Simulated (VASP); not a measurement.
As, 2 atoms in the cell. It takes space group R-3m (No. 166, trigonal). Conventional cell: a = 3.642 Å, b = 3.642 Å, c = 11.143 Å, α = 90.00°, β = 90.00°, γ = 120.00°. As (site symmetry 3m) has 6 As at 2.50 to 3.16 Å within 3.3 Å.  This cell differs from its parent crystal: ratio of the length along z to the lengths across it x 1.1, volume and fractional coordinates fixed.

- Program: VASP 6.6.1
- Task: single point
- Functional: PBEsol
- Potentials or basis: VASP PAW PBE potentials, release 64 (As)
- Cutoff: 520 eV
- k mesh: 18 × 18 × 18
- Occupations: gaussian, width 0.15 eV
- Spin: no spin polarisation
- Dipole correction: no
- Further INCAR settings: ALGO = Normal; EDIFF = 1e-06; NBANDS = 12

Potentials or basis: VASP PAW PBE potentials, release 64 (As).

The run is started by

```console
$ cat potpaw_PBE.64/As/POTCAR > POTCAR
$ mpirun -np 1 vasp_std > vasp.out
```

Hardware: 1 thread of Intel(R) Xeon(R) Platinum 8488C (Sapphire Rapids) (shared host).

Q: How long does it take, and how much memory?

A: Wall time 2.2 min on 1 thread of Intel(R) Xeon(R) Platinum 8488C (Sapphire Rapids), on a shared host, peak memory 0.37 GiB. Counts: scf iterations 10, k points 580.
